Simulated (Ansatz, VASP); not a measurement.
**Mg7O in VASP and in Ansatz**

```
CELL_PARAMETERS angstrom
5.83474 0.00000 0.00000
-2.91737 5.05304 0.00000
0.00000 0.00000 5.75128
ATOMIC_POSITIONS crystal
Mg 0.50000 0.00000 0.75060
Mg 0.00000 0.50000 0.75060
Mg 0.50000 0.50000 0.75060
Mg 0.00000 0.50000 0.24940
Mg 0.50000 0.00000 0.24940
Mg 0.50000 0.50000 0.24940
Mg 0.00000 0.00000 0.50000
O 0.00000 0.00000 0.00000
```

Alike in both runs: functional PBE; k mesh 6 × 6 × 4; occupations gaussian, width 0.1 eV; no spin polarisation.

Ansatz relaxed the structure, and its values are those at the end. VASP's run is a single point on that final structure, the one shown.

|  | VASP | Ansatz |
| --- | --- | --- |
| version | VASP 6.6.1 | Ansatz 0.2.0 |
| potentials or method | VASP PAW PBE potentials, release 64 (Mg, O), cutoff 520 eV | scalar-relativistic, plane waves, PAW |
| valence electrons in the cell | 20 | 76 |

```csv
,VASP,Ansatz,Ansatz less VASP
gap on the k mesh at the Fermi level (eV),none,none,-
pressure (GPa),-0.3,-0.2,+0.11
rms of the force components (eV/Å),0.004,0.003,-0.0018
```

A gap of «none» marks a metal or a gap that the smearing closes. VASP's potentials hold 20 valence electrons a cell and Ansatz's 76, so a difference there can come from the potentials and not from the codes.
